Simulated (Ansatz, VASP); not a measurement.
# GaGe: VASP beside Ansatz

```
CELL_PARAMETERS angstrom
0.00000 2.89784 2.89784
2.46317 0.00000 2.89784
2.46317 2.89784 0.00000
ATOMIC_POSITIONS crystal
Ga 0.75000 0.75000 0.75000
Ge 0.00000 0.00000 0.00000
```

Change from the starting cell: strain -0.1500 x Voigt [1, 0, 0, 0, 0, 0], atoms carried along.

Alike in both runs: task single point; functional LDA; k mesh 14 × 14 × 14; occupations gaussian, width 0.15 eV; no spin polarisation.

```csv
,VASP,Ansatz
version,VASP 6.6.1,Ansatz 0.2.0
potentials or method,"VASP PAW LDA potentials, release 64 (Ga_d, Ge_d), cutoff 520 eV","scalar-relativistic, plane waves, PAW"
valence electrons in the cell,27,27
```

Ansatz gave:

| Property | Result |
| --- | --- |
| gap on the k mesh at the Fermi level (eV) | none |
| pressure (GPa) | 4.8 |
| traceless stress, the component that is largest in VASP (GPa) | 0.68 |

**Question.** Which values does VASP return?

**Answer.** gap on the k mesh at the Fermi level (eV): none; pressure (GPa): 5.0; traceless stress, the component that is largest in VASP (GPa): 0.64.

LDA's correlation is that of Perdew and Zunger in VASP and of Perdew and Wang (1992) in Ansatz. A gap of «none» marks a metal or a gap that the smearing closes.
